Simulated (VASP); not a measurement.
# SnTe (F-43m) in VASP: notebook, part 2 of 2

VASP 6.6.1. Earlier steps stand in the parts before.

## 5. Single point, LDA

INCAR

```
PREC = Accurate ; ENCUT = 520
EDIFF = 1E-6 ; ISMEAR = 0
SIGMA = 0.05 ; LREAL = F
LASPH = T ; NELM = 60
ALGO = Normal ; ISIF = 2
LWAVE = F ; LCHARG = F
GGA = CA ; NBANDS = 17
```

KPOINTS

```
regular mesh
0
Gamma
  6 6 6
```

POSCAR

```
SnTe
1.0
    0.0000000000      3.6111460000      3.6111460000
    3.6111460000      0.0000000000      3.6111460000
    3.6111460000      3.6111460000      0.0000000000
Te Sn
1 1
Direct
    0.2500000000      0.2500000000      0.2500000000
    0.0000000000      0.0000000000      0.0000000000
```

Potentials or basis: VASP PAW LDA potentials, release 64 (Te, Sn_d).

Launch:

```console
$ cat potpaw_LDA.64/Te/POTCAR potpaw_LDA.64/Sn_d/POTCAR > POTCAR
$ mpirun -np 1 vasp_std > vasp.out
```

OUTCAR:

```text
PREC = Accurate
   ENCUT = 520
   EDIFF = 1E-6
   ISMEAR = 0
   LREAL = F
   LASPH = T
   NELM = 60
   ISIF = 2
   GGA = CA

 ion  position               nearest neighbor table
   1  0.250  0.250  0.250-   2 3.13   2 3.13   2 3.13   2 3.13
   2  0.000  0.000  0.000-   1 3.13   1 3.13   1 3.13   1 3.13

  LATTYP: Found a face centered cubic cell.
 ALAT       =     7.2222920000

  Lattice vectors:

 A1 = (   0.0000000000,   3.6111460000,   3.6111460000)
 A2 = (   3.6111460000,   0.0000000000,   3.6111460000)
 A3 = (   3.6111460000,   3.6111460000,   0.0000000000)

Analysis of symmetry for initial positions (statically):
=====================================================================
 Subroutine PRICEL returns:
 Original cell was already a primitive cell.

 Routine SETGRP: Setting up the symmetry group for a
 face centered cubic supercell.

 Subroutine GETGRP returns: Found 24 space group operations
 (whereof 24 operations were pure point group operations)
 out of a pool of 48 trial point group operations.

The static configuration has the point symmetry T_d .

Analysis of symmetry for dynamics (positions and initial velocities):
=====================================================================
 Subroutine PRICEL returns:
 Original cell was already a primitive cell.

 Routine SETGRP: Setting up the symmetry group for a
 face centered cubic supercell.

 Subroutine GETGRP returns: Found 24 space group operations
 (whereof 24 operations were pure point group operations)
 out of a pool of 48 trial point group operations.

The dynamic configuration has the point symmetry T_d .

 Subroutine INISYM returns: Found 24 space group operations
 (whereof 24 operations are pure point group operations),
 and found     1 'primitive' translations

----------------------------------------------------------------------------------------

                                     Primitive cell

  volume of cell :      94.1814

[... 98 lines left out ...]
     AMIX     =   0.40;   BMIX     =  1.00
     AMIX_MAG =   1.60;   BMIX_MAG =  1.00
  volume/ion in A,a.u.               =      47.09       317.78
  Fermi-wavevector in a.u.,A,eV,Ry     =   0.976704  1.845704 12.979296  0.953951
  Thomas-Fermi vector in A             =   2.107344
   LORBIT       =      0    0 simple, 1 ext, 2 COOP (PROOUT), +10 PAW based schemes
   GGA     = CA    functional components
   LHFCALC =     F    Hartree Fock is set to
   AEXX    =    0.0000 exact exchange contribution
   IVDW    =     0    specifies the selected vdW correction
   LEPSILON=     F    determine dielectric tensor
   LRPA    =     F    only Hartree local field effects (RPA)
 non-spin polarized calculation
 Gauss-broadening in eV      SIGMA  =   0.05
  energy-cutoff  :      520.00
  volume of cell :       94.18
 maximum number of plane-waves:      2637
 NGX is ok and might be reduce to    40
   NGX = 19   NGY = 19   NGZ = 19

 number of electron      19.9999999 magnetization

 Free energy of the ion-electron system (eV)
  ---------------------------------------------------
  ext. energy  EPLUGINS =         0.00000000
  ---------------------------------------------------
  free energy    TOTEN  =        -7.99443744 eV

  energy without entropy =       -7.99439741  energy(sigma->0) =       -7.99441742

 E-fermi :   2.8529     XC(G=0):  -7.8054

 val. band max:        2.7493315364   @ k =  -0.3333   0.5000   0.1667
 cond. band min:       2.9402083018   @ k =   0.5000   0.5000   0.0000
 fundamental gap:      0.1908767654
 Fermi energy:         2.8529236158

 k-point     1 :       0.0000    0.0000    0.0000
  band No.  band energies     occupation
      1     -18.7784      2.00000
      2     -18.7784      2.00000
      3     -18.7784      2.00000
      4     -18.7680      2.00000
      5     -18.7680      2.00000
      6      -8.6334      2.00000
[... 297 lines left out ...]
      4     -18.7684      2.00000
      5     -18.7674      2.00000
      6      -7.8744      2.00000
[... 9 lines left out ...]
     16      10.7594      0.00000
     17      10.7770      0.00000

------------------------ aborting loop because EDIFF is reached ----------------------------------------

  FORCE on cell =-STRESS in cart. coord.  units (eV):
  Direction    XX          YY          ZZ          XY          YZ          ZX
  --------------------------------------------------------------------------------------
  -------------------------------------------------------------------------------------
  Total       -1.2623754     -1.2623754     -1.2623754      0.0000000      0.0000000      0.0000000
  in kB      -21.4750387    -21.4750387    -21.4750387      0.0000000      0.0000000      0.0000000
  external PRESSURE =     -21.4750387 kB  Pullay stress =       0.0000000 kB

 VOLUME and BASIS-vectors are now :
 -----------------------------------------------------------------------------
  energy-cutoff  :      520.00
  volume of cell :       94.18
      direct lattice vectors                 reciprocal lattice vectors
     0.000000000  3.611146000  3.611146000    -0.138460201  0.138460201  0.138460201
     3.611146000  0.000000000  3.611146000     0.138460201 -0.138460201  0.138460201
     3.611146000  3.611146000  0.000000000     0.138460201  0.138460201 -0.138460201

 POSITION                                       TOTAL-FORCE (eV/Angst)
 -----------------------------------------------------------------------------------
      1.80557      1.80557      1.80557         0.000000      0.000000      0.000000
      0.00000      0.00000      0.00000        -0.000000     -0.000000     -0.000000
 -----------------------------------------------------------------------------------
    total drift:                               -0.000000     -0.000000     -0.000000

  FREE ENERGIE OF THE ION-ELECTRON SYSTEM (eV)
  ---------------------------------------------------
  free  energy   TOTEN  =        -7.9944374355 eV

  energy  without entropy=       -7.9943974088  energy(sigma->0) =       -7.99441742
```

OSZICAR:

```text
N       E                     dE             d eps       ncg     rms          rms(c)
DAV:   1     0.127631086493E+03    0.12763E+03   -0.90958E+03   544   0.117E+03
DAV:   2     0.474376590363E+01   -0.12289E+03   -0.11993E+03   578   0.303E+02
DAV:   3    -0.772847268600E+01   -0.12472E+02   -0.12408E+02   620   0.911E+01
DAV:   4    -0.813893490030E+01   -0.41046E+00   -0.41025E+00   674   0.179E+01
DAV:   5    -0.815567027400E+01   -0.16735E-01   -0.16735E-01   745   0.349E+00    0.430E+00
DAV:   6    -0.800524283195E+01    0.15043E+00   -0.38777E-01   708   0.293E+00    0.286E+00
DAV:   7    -0.799635413190E+01    0.88887E-02   -0.70634E-02   577   0.992E-01    0.106E+00
DAV:   8    -0.799447941781E+01    0.18747E-02   -0.79111E-03   667   0.606E-01    0.222E-01
DAV:   9    -0.799439644134E+01    0.82976E-04   -0.18787E-03   666   0.244E-01    0.529E-02
DAV:  10    -0.799440950371E+01   -0.13062E-04   -0.20839E-04   605   0.737E-02    0.312E-02
DAV:  11    -0.799443773871E+01   -0.28235E-04   -0.38683E-05   576   0.283E-02    0.203E-02
DAV:  12    -0.799443743549E+01    0.30322E-06   -0.25967E-06   576   0.116E-02
   1 F= -.79944374E+01 E0= -.79944174E+01  d E =-.400267E-04
```

stdout:

```text
POSCAR found type information on POSCAR TeSn
 POSCAR found :  2 types and       2 ions
 scaLAPACK will be used
 LDA part: xc-table for (Slater(with rela. corr.)+CA(PZ))
 , standard interpolation
 POSCAR, INCAR and KPOINTS ok, starting setup
 FFT: planning ... GRIDC
 FFT: planning ... GRID_SOFT
 FFT: planning ... GRID
 WAVECAR not read
 entering main loop
```

Run time: 14 s. Hardware: 1 thread of Intel Xeon Platinum 8488C (Sapphire Rapids), shared host; peak memory 0.2 GiB.

Results:

- Free energy: -7.9944 eV
- Pressure: -2.1 GPa
- Band gap on the k mesh: 0.19 eV, indirect (least direct gap 0.72 eV)

Levels at points of the mesh, in eV from the valence-band top:
| k point | band 6 | band 7 | band 8 | band 9 | band 10 | band 11 | band 12 | band 13 | band 14 | band 15 |
| --- | --- | --- | --- | --- | --- | --- | --- | --- | --- | --- |
| (0.00, 0.00, 0.00) | -11.38 | -5.11 | -1.73 | -1.73 | -1.73 | 1.15 | 1.15 | 1.15 | 4.06 | 6.62 |
| (0.50, 0.00, 0.00) | -10.84 | -6.88 | -2.27 | -2.27 | -1.92 | 1.95 | 1.95 | 3.49 | 5.64 | 6.39 |
| (0.50, 0.50, 0.00) | -10.63 | -7.24 | -2.93 | -2.93 | -0.53 | 0.19 | 4.00 | 4.00 | 5.46 | 6.44 |

Caveat: spin-orbit coupling is left out, which moves the levels of the heavy elements. A k mesh can miss the band edges.

## 6. Single point, LDA

INCAR

```
SYSTEM = SnTe
  ALGO = Normal
  EDIFF = 1E-6
  ENCUT = 520
  GGA = CA
  ISIF = 2
  ISMEAR = 0
  LASPH = .True.
  LCHARG = .False.
  LREAL = .False.
  LWAVE = .False.
  NBANDS = 17
  NELM = 100
  PREC = Accurate
  SIGMA = 0.025
```

KPOINTS

```
k-points
0
Gamma
  6 6 6
  0 0 0
```

POSCAR is that of step 5.

Potentials or basis: VASP PAW LDA potentials, release 64 (Te, Sn_d).

Launch:

```console
$ cat potpaw_LDA.64/Te/POTCAR potpaw_LDA.64/Sn_d/POTCAR > POTCAR
$ mpirun -np 1 vasp_std > vasp.out
```

OUTCAR:

```text
SYSTEM = SnTe
   EDIFF = 1E-6
   ENCUT = 520
   GGA = CA
   ISIF = 2
   ISMEAR = 0
   LASPH = .True.
   LREAL = .False.
   NELM = 100
   PREC = Accurate

 ion  position               nearest neighbor table
   1  0.250  0.250  0.250-   2 3.13   2 3.13   2 3.13   2 3.13
   2  0.000  0.000  0.000-   1 3.13   1 3.13   1 3.13   1 3.13

  LATTYP: Found a face centered cubic cell.
 ALAT       =     7.2222920000

  Lattice vectors:

 A1 = (   0.0000000000,   3.6111460000,   3.6111460000)
 A2 = (   3.6111460000,   0.0000000000,   3.6111460000)
 A3 = (   3.6111460000,   3.6111460000,   0.0000000000)

Analysis of symmetry for initial positions (statically):
=====================================================================
 Subroutine PRICEL returns:
 Original cell was already a primitive cell.

 Routine SETGRP: Setting up the symmetry group for a
 face centered cubic supercell.

 Subroutine GETGRP returns: Found 24 space group operations
 (whereof 24 operations were pure point group operations)
 out of a pool of 48 trial point group operations.

The static configuration has the point symmetry T_d .

Analysis of symmetry for dynamics (positions and initial velocities):
=====================================================================
 Subroutine PRICEL returns:
 Original cell was already a primitive cell.

 Routine SETGRP: Setting up the symmetry group for a
 face centered cubic supercell.

 Subroutine GETGRP returns: Found 24 space group operations
 (whereof 24 operations were pure point group operations)
 out of a pool of 48 trial point group operations.

The dynamic configuration has the point symmetry T_d .

 Subroutine INISYM returns: Found 24 space group operations
 (whereof 24 operations are pure point group operations),
 and found     1 'primitive' translations

----------------------------------------------------------------------------------------

                                     Primitive cell

  volume of cell :      94.1814

  direct lattice vectors                    reciprocal lattice vectors
     0.000000000  3.611146000  3.611146000    -0.138460201  0.138460201  0.138460201
     3.611146000  0.000000000  3.611146000     0.138460201 -0.138460201  0.138460201
     3.611146000  3.611146000  0.000000000     0.138460201  0.138460201 -0.138460201

  length of vectors
     5.106931649  5.106931649  5.106931649     0.239820102  0.239820102  0.239820102

  position of ions in fractional coordinates (direct lattice)
     0.250000000  0.250000000  0.250000000
     0.000000000  0.000000000  0.000000000

  ion indices of the primitive-cell ions
   primitive index   ion index
                 1           1
                 2           2

----------------------------------------------------------------------------------------

 KPOINTS: k-points

Automatic generation of k-mesh.
 Grid dimensions read from file:
 generate k-points for:    6    6    6

 Generating k-lattice:

  Cartesian coordinates                     Fractional coordinates (reciprocal lattice)
    -0.023076700  0.023076700  0.023076700     0.166666667  0.000000000  0.000000000
     0.023076700 -0.023076700  0.023076700     0.000000000  0.166666667  0.000000000
     0.023076700  0.023076700 -0.023076700     0.000000000  0.000000000  0.166666667

  Length of vectors
     0.039970017  0.039970017  0.039970017

  Shift w.r.t. Gamma in fractional coordinates (k-lattice)
     0.000000000  0.000000000  0.000000000

 Subroutine IBZKPT returns following result:
 ===========================================

 Found     16 irreducible k-points:

 Following reciprocal coordinates:
            Coordinates               Weight
  0.000000  0.000000  0.000000      1.000000
  0.166667  0.000000  0.000000      8.000000
  0.333333  0.000000  0.000000      8.000000
  0.500000  0.000000  0.000000      4.000000
  0.166667  0.166667  0.000000      6.000000
  0.333333  0.166667  0.000000     24.000000
[... 8 lines left out ...]
 -0.333333  0.333333  0.166667     24.000000
 -0.333333  0.500000  0.166667     12.000000
   k-points           NKPTS =     16   k-points in BZ     NKDIM =     16   number of bands    NBANDS=     17
   number of dos      NEDOS =    301   number of ions     NIONS =      2
   total plane-waves  NPLWV =  64000
   dimension x,y,z NGX =    40 NGY =   40 NGZ =   40
   dimension x,y,z NGXF=    80 NGYF=   80 NGZF=   80
   ions per type =               1   1
   NGX,Y,Z   is equivalent  to a cutoff of  13.02, 13.02, 13.02 a.u.
   NGXF,Y,Z  is equivalent  to a cutoff of  26.04, 26.04, 26.04 a.u.
 SYSTEM =  SnTe
   PREC   = accura    normal or accurate (medium, high low for compatibility)
   ISTART =      0    job   : 0-new  1-cont  2-samecut
   ICHARG =      2    charge: 1-file 2-atom 10-const
   ISPIN  =      1    spin polarized calculation?
   LNONCOLLINEAR =      F non collinear calculations
   LSORBIT =      F    spin-orbit coupling
   LASPH  =      T    aspherical Exc in radial PAW
   ENCUT  =  520.0 eV  38.22 Ry    6.18 a.u.   9.50  9.50  9.50*2*pi/ulx,y,z
   NELM   =    100;   NELMIN=  2; NELMDL= -5     # of ELM steps
   EDIFF  = 0.1E-05   stopping-criterion for ELM
   LREAL  =      F    real-space projection
   EDIFFG = 0.1E-04   stopping-criterion for IOM
   NSW    =      0    number of steps for IOM
   IBRION =     -1    ionic relax: 0-MD 1-quasi-New 2-CG
   NFREE  =      0    steps in history (QN), initial steepest desc. (CG)
   ISIF   =      2    stress and relaxation
   ISYM   =      2    0-nonsym 1-usesym 2-fastsym
   POTIM  = 0.5000    time-step for ionic-motion
   TEBEG  =    0.0;   TEEND  =   0.0 temperature during run
   PSTRESS=    0.0 pullay stress
   NELECT =      20.0000    total number of electrons
   NUPDOWN=      -1.0000    fix difference up-down
   EMIN   =  10.00;   EMAX   =-10.00  energy-range for DOS
   EFERMI =   0.00;   METHOD = LEGACY
   ISMEAR =     0;   SIGMA  =   0.03  broadening in eV -4-tet -1-fermi 0-gaus
   EFERMI_NEDOS =   21; number of points for ismear=-14 and -15
   IALGO  =     38    algorithm
   IMIX   =      4    mixing-type and parameters
     AMIX     =   0.40;   BMIX     =  1.00
     AMIX_MAG =   1.60;   BMIX_MAG =  1.00
  volume/ion in A,a.u.               =      47.09       317.78
  Fermi-wavevector in a.u.,A,eV,Ry     =   0.976704  1.845704 12.979296  0.953951
  Thomas-Fermi vector in A             =   2.107344
   LORBIT       =      0    0 simple, 1 ext, 2 COOP (PROOUT), +10 PAW based schemes
   GGA     = CA    functional components
   LHFCALC =     F    Hartree Fock is set to
   AEXX    =    0.0000 exact exchange contribution
   IVDW    =     0    specifies the selected vdW correction
   LEPSILON=     F    determine dielectric tensor
   LRPA    =     F    only Hartree local field effects (RPA)
 non-spin polarized calculation
 Gauss-broadening in eV      SIGMA  =   0.03
  energy-cutoff  :      520.00
  volume of cell :       94.18
 maximum number of plane-waves:      2637
 NGX is ok and might be reduce to    40
   NGX = 19   NGY = 19   NGZ = 19

 number of electron      19.9999999 magnetization

 Free energy of the ion-electron system (eV)
  ---------------------------------------------------
  ext. energy  EPLUGINS =         0.00000000
  ---------------------------------------------------
  free energy    TOTEN  =        -7.99443333 eV

  energy without entropy =       -7.99443333  energy(sigma->0) =       -7.99443333

 E-fermi :   2.8470     XC(G=0):  -7.8054

 val. band max:        2.7494154483   @ k =  -0.3333   0.5000   0.1667
 cond. band min:       2.9402248066   @ k =   0.5000   0.5000   0.0000
 fundamental gap:      0.1908093582
 Fermi energy:         2.8469656172

 k-point     1 :       0.0000    0.0000    0.0000
  band No.  band energies     occupation
      1     -18.7784      2.00000
      2     -18.7784      2.00000
      3     -18.7784      2.00000
      4     -18.7680      2.00000
      5     -18.7680      2.00000
      6      -8.6333      2.00000
[... 9 lines left out ...]
     16       9.3664      0.00000
     17      10.4033      0.00000
[... 281 lines left out ...]
 k-point    16 :      -0.3333    0.5000    0.1667
  band No.  band energies     occupation
      1     -18.7810      2.00000
      2     -18.7763      2.00000
      3     -18.7755      2.00000
      4     -18.7684      2.00000
      5     -18.7674      2.00000
      6      -7.8743      2.00000
[... 9 lines left out ...]
     16      10.7594      0.00000
     17      10.7770      0.00000

------------------------ aborting loop because EDIFF is reached ----------------------------------------

  FORCE on cell =-STRESS in cart. coord.  units (eV):
  Direction    XX          YY          ZZ          XY          YZ          ZX
  --------------------------------------------------------------------------------------
  -------------------------------------------------------------------------------------
  Total       -1.2619159     -1.2619159     -1.2619159      0.0000000     -0.0000000      0.0000000
  in kB      -21.4672220    -21.4672220    -21.4672220      0.0000000     -0.0000000      0.0000000
  external PRESSURE =     -21.4672220 kB  Pullay stress =       0.0000000 kB

 VOLUME and BASIS-vectors are now :
 -----------------------------------------------------------------------------
  energy-cutoff  :      520.00
  volume of cell :       94.18
      direct lattice vectors                 reciprocal lattice vectors
     0.000000000  3.611146000  3.611146000    -0.138460201  0.138460201  0.138460201
     3.611146000  0.000000000  3.611146000     0.138460201 -0.138460201  0.138460201
     3.611146000  3.611146000  0.000000000     0.138460201  0.138460201 -0.138460201

 POSITION                                       TOTAL-FORCE (eV/Angst)
 -----------------------------------------------------------------------------------
      1.80557      1.80557      1.80557         0.000000     -0.000000     -0.000000
      0.00000      0.00000      0.00000        -0.000000      0.000000      0.000000
 -----------------------------------------------------------------------------------
    total drift:                               -0.000000     -0.000000     -0.000000

  FREE ENERGIE OF THE ION-ELECTRON SYSTEM (eV)
  ---------------------------------------------------
  free  energy   TOTEN  =        -7.9944333302 eV

  energy  without entropy=       -7.9944333298  energy(sigma->0) =       -7.99443333
```

Wall time 14 s (1 thread of Intel Xeon Platinum 8488C (Sapphire Rapids), shared host); peak memory 0.2 GiB.

Results:

* Free energy: -7.9944 eV
* Pressure: -2.1 GPa
* Band gap on the k mesh: 0.19 eV, indirect (least direct gap 0.72 eV)

Caveat: spin-orbit coupling is left out, which moves the levels of the heavy elements.

## 7. Summary

| level | potentials or basis | spin | cell | k mesh | smearing | gap on the mesh (eV) | pressure (GPa) |
| --- | --- | --- | --- | --- | --- | --- | --- |
| revPBE | VASP PAW PBE potentials, release 64 (Te, Sn_d) | off | a = 5.107 Å, angles 60.0°, 2 atoms | 7 × 7 × 7 | fermi-dirac 0.05 eV | 0.40 | 0.7 |
| RPBE | VASP PAW PBE potentials, release 64 (Te, Sn_d) | off | a = 5.171 Å, angles 60.0°, 2 atoms | 7 × 7 × 7 | fermi-dirac 0.05 eV | 0.50 | 0.0 |
| PBEsol | VASP PAW PBE potentials, release 64 (Te, Sn_d) | non-collinear, zero start, SOC | a = 5.107 Å, angles 60.0°, 2 atoms | 5 × 5 × 5 | fermi-dirac 0.05 eV | - | -1.4 |
| LDA | VASP PAW LDA potentials, release 64 (Te, Sn_d) | off | a = 5.107 Å, angles 60.0°, 2 atoms | 6 × 6 × 6 | gaussian 0.05 eV | 0.19 | -2.1 |
| LDA | VASP PAW LDA potentials, release 64 (Te, Sn_d) | off | a = 5.107 Å, angles 60.0°, 2 atoms | 6 × 6 × 6 | gaussian 0.025 eV | 0.19 | -2.1 |

Alike in all rows: task single point; cutoff (eV) 520.

Caveats: spin-orbit coupling is left out, which moves the levels of the heavy elements (some runs); the PAW data sets were made with another functional, which shifts forces and pressure a little (some runs).

Total energies depend on the potentials used, so only differences within one code and one set of settings carry meaning.
